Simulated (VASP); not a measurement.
Runs of VASP 6.6.1 on Hf2Si3N. The structure is that of space group R-3m (No. 166), or close to it. The cells are those of the table. 

```tsv
task	cell	k mesh	cutoff (eV)	gap on the mesh (eV)	pressure (GPa)	largest force (eV/Å)
single point	a = 4.802 Å, angles 66.5°, 6 atoms	6 × 6 × 6	520	none	(b)	0.02
relaxation of cell and atoms	relaxed from a = 5.144 Å, angles 61.4°, 6 atoms	6 × 6 × 6	600	none	0.1	-
single point	a = 4.791 Å, angles 67.0°, 6 atoms	12 × 12 × 12	520	none	(a)	0.01
single point	a = 5.144 Å, angles 61.4°, 6 atoms	6 × 6 × 6	520	none	-13.1	0.10
```

Alike in all rows: level PBE; potentials or basis VASP PAW PBE potentials, release 64 (Hf_pv, Si, N); no spin polarisation; smearing gaussian 0.1 eV.

Q: Estimate the missing entries.

A: (a) -0.3; (b) -0.2.

Caveats: spin-orbit coupling is left out, which moves the levels of the heavy elements.

A k mesh can miss the band edges, and the runs leave out spin-orbit coupling on Hf.

A gap of «none» marks levels without a gap at the run's occupations.
